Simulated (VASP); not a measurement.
Set up this calculation in VASP 6.6.1, as the native input.

- Task: relaxation of cell and atoms
- Functional: PBEsol
- Potentials or basis: VASP PAW PBE potentials, release 64 (Al, N)
- Cutoff: 600 eV
- k mesh: 10 × 10 × 6
- Occupations: fermi-dirac, width 0.05 eV
- Spin: no spin polarisation
- Target pressure: 5 GPa
- Dipole correction: no
- Further INCAR settings: ALGO = Normal; EDIFF = 1e-07; IBRION = 2; EDIFFG = -0.01; NSW = 60; ISIF = 3

The structure of AlN lies in POSCAR:

```
AlN
1.0
    3.1130000000      0.0000000000      0.0000000000
   -1.5565000000      2.6959370820      0.0000000000
    0.0000000000      0.0000000000      4.9810000000
Al N
2 2
Direct
    0.6666666667      0.3333333333      0.5000000000
    0.3333333333      0.6666666667      0.0000000000
    0.6666666667      0.3333333333      0.8800000000
    0.3333333333      0.6666666667      0.3800000000
```

The input as run:

INCAR

```
SYSTEM = AlN
ALGO = Normal ; EDIFF = 1E-7
EDIFFG = -0.01 ; ENCUT = 600
GGA = PS ; IBRION = 2
ISIF = 3 ; ISMEAR = -1
LASPH = .True. ; LCHARG = .False.
LREAL = .False. ; LWAVE = .False.
NELM = 80 ; NSW = 60
PREC = Accurate ; PSTRESS = 50.0
SIGMA = 0.05
```

KPOINTS

```
k-points
0
Gamma
  10 10 6
  0 0 0
```

Potentials or basis: VASP PAW PBE potentials, release 64 (Al, N).

Launch:

```sh
$ cat potpaw_PBE.64/Al/POTCAR potpaw_PBE.64/N/POTCAR > POTCAR
$ mpirun -np 1 vasp_std > vasp.out
```

Results of the run:

```json
{
 "Relaxed volume": "10.21 Å³/atom",
 "Relaxed cell": "a = 3.090 Å, b = 3.090 Å, c = 4.937 Å, α = 90.00°, β = 90.00°, γ = 120.00°",
 "Space group after relaxing (to 0.1 Å)": "P6_3mc (No. 186)",
 "Energy change on relaxing (the run minimises the enthalpy)": "+3.4 meV/atom",
 "Ionic steps": "9",
 "Pressure after relaxing": "5.0 GPa",
 "Band gap on the k mesh": "4.31 eV"
}
```

Caveat: the cell is relaxed towards a set pressure, so the run minimises the enthalpy, not the energy; the PAW data sets were made with another functional, which shifts forces and pressure a little.

Run time: 110 s on 1 thread of AMD EPYC 7R13 Processor (Zen 3), on a shared host, peak memory 0.16 GiB.
